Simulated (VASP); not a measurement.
Runs of VASP 6.6.1 on CdS (CsCl type). The structure is that of space group Pm-3m (No. 221), or close to it. The cells are those of the table. 

```csv
task,cell,smearing,k mesh for the DOS,occupations for the DOS,gap on the mesh (eV),pressure (GPa)
single point,"a = 3.218 Å, 2 atoms",fermi-dirac 0.05 eV,-,-,none,(a)
single point,"a = 3.112 Å, 2 atoms",methfessel-paxton 0.15 eV,-,-,none,37.5
single point,"a = 2.999 Å, 2 atoms",fermi-dirac 0.05 eV,-,-,none,68.1
single point,"a = 3.317 Å, 2 atoms",fermi-dirac 0.05 eV,-,-,none,7.5
single point,"a = 3.112 Å, 2 atoms",fermi-dirac 0.05 eV,-,-,none,37.5
single point,"a = 2.613 Å, 2 atoms",fermi-dirac 0.05 eV,-,-,none,370.2
```

Alike in all rows: level PBE; potentials or basis VASP PAW PBE potentials, release 64 (Cd, S); no spin polarisation; k mesh 14 × 14 × 14; cutoff (eV) 520.

Problem. Fill in the values left out.

Solution. (a) 19.0.

A k mesh can miss the band edges, and the runs leave out spin-orbit coupling on Cd.

A gap of «none» marks levels without a gap at the run's occupations.
